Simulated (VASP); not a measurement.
GaSi62 (a cell with a defect), 63 atoms in the cell. The cell holds a defect, 63 atoms: a = 10.860 Å, b = 10.860 Å, c = 10.860 Å, α = 90.00°, β = 90.00°, γ = 90.00°. 

```yaml
Program: VASP 6.6.1
Task: single point
Functional: PBE
Potentials_or_basis: VASP PAW PBE potentials, release 64 (Si, Ga_d)
Cutoff: 520 eV
k_mesh: 1 × 1 × 1
Occupations: fermi-dirac, width 0.02 eV
Spin: no spin polarisation
Dipole_correction: no
Charge: 1
Further_INCAR_settings: LREAL = Auto; ALGO = Normal; EDIFF = 1e-06; NBANDS = 168; NELECT = 260.0
```

Potentials or basis: VASP PAW PBE potentials, release 64 (Si, Ga_d).

Run with:

```bash
$ cat potpaw_PBE.64/Si/POTCAR potpaw_PBE.64/Ga_d/POTCAR > POTCAR
$ mpirun -np 1 vasp_gam > vasp.out
```

Hardware: 1 thread of Intel(R) Xeon(R) 6975P-C (Granite Rapids), on a shared host.

Q: How long does it take, and how much memory?

A: Wall time 3.1 min on 1 thread of Intel(R) Xeon(R) 6975P-C (Granite Rapids), on a shared host, peak memory 0.97 GiB. Counts: scf iterations 15, k points 1.
